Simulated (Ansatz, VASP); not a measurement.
**GaAs: VASP beside Ansatz**

```
Ga As
1.0
     0.00000    2.82685    2.79858
     2.82685    0.00000    2.79858
     2.82685    2.82685    0.00000
Ga As
1 1
Direct
  0.00000 0.00000 0.00000
  0.75000 0.75000 0.75000
```

Change from the starting cell: zz strain of -1 %, crystal datasets.

Alike in both runs: task electric field gradients; functional LDA; k mesh 11 × 11 × 11; occupations fermi-dirac, width 0.05 eV; no spin polarisation.

|  | VASP | Ansatz |
| --- | --- | --- |
| version | VASP 6.6.1 | Ansatz 0.2.0 |
| potentials or method | VASP PAW LDA potentials, release 64 (Ga_d, As), cutoff 520 eV | all-electron PAW with datasets made for the crystal, scalar-relativistic |

|  | VASP | Ansatz | Ansatz less VASP |
| --- | --- | --- | --- |
| pressure (GPa) | -0.9 | -1.2 | -0.26 |
| traceless stress, the component that is largest in VASP (GPa) | 0.42 | 0.42 | +0.001 |
| size of Vzz on the site where it differs most (V/Å²) | 1.7 | 1.8 | +0.19 |

LDA's correlation is that of Perdew and Zunger in VASP and of Perdew and Wang (1992) in Ansatz. Ansatz ran all-electron here, and VASP with PAW potentials.
